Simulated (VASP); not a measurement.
Input of a VASP 6.6.1 run:

The input INCAR:

```
SYSTEM = CdSe
PREC = Accurate ; ENCUT = 500
EDIFF = 1E-7 ; ISMEAR = 0
SIGMA = 0.01 ; LREAL = .False.
LASPH = .True. ; NELM = 120
ALGO = Normal ; ISIF = 3
LWAVE = .False. ; LCHARG = .False.
GGA = CA ; IBRION = 2
NSW = 80 ; EDIFFG = -0.01
GGA_COMPAT = .False. ; NELMIN = 4
```

The input KPOINTS:

```
Automatic mesh
0
Gamma
  5 5 5
  0 0 0
```

File POSCAR:

```
CdSe
1.0
    0.0000000000      3.0702710000      3.0702710000
    3.0702710000      0.0000000000      3.0702710000
    3.0702710000      3.0702710000      0.0000000000
Cd Se
1 1
Direct
    0.0000000000      0.0000000000      0.0000000000
    0.2500000000      0.2500000000      0.2500000000
```

Potentials or basis: VASP PAW LDA potentials, release 64 (Cd, Se).

The run is started by

```console
$ cat potpaw_LDA.64/Cd/POTCAR potpaw_LDA.64/Se/POTCAR > POTCAR
$ mpirun -np 1 vasp_std > vasp.out
```

Task: What does it give for the relaxed cell?

Result: a = 4.261 Å, b = 4.261 Å, c = 4.261 Å, α = 60.00°, β = 60.00°, γ = 60.00°.

Task: What does it give for the relaxed volume?

Result: 27.36 Å³/atom.

Task: What does it give for the band gap on the k mesh?

Result: 0.41 eV.

The path:
| step | energy change (eV) | largest force (eV/Å) | pressure (GPa) | volume (Å³) |
| --- | --- | --- | --- | --- |
| 1 | 0.0000 | 0.0000 | -2.85 | 57.88 |
| 2 | -0.0259 | 0.0000 | 1.16 | 53.68 |
| 3 | -0.0296 | 0.0000 | 0.00 | 54.72 |

Caveat: semilocal functionals underestimate gaps, and a narrow one can read as zero.
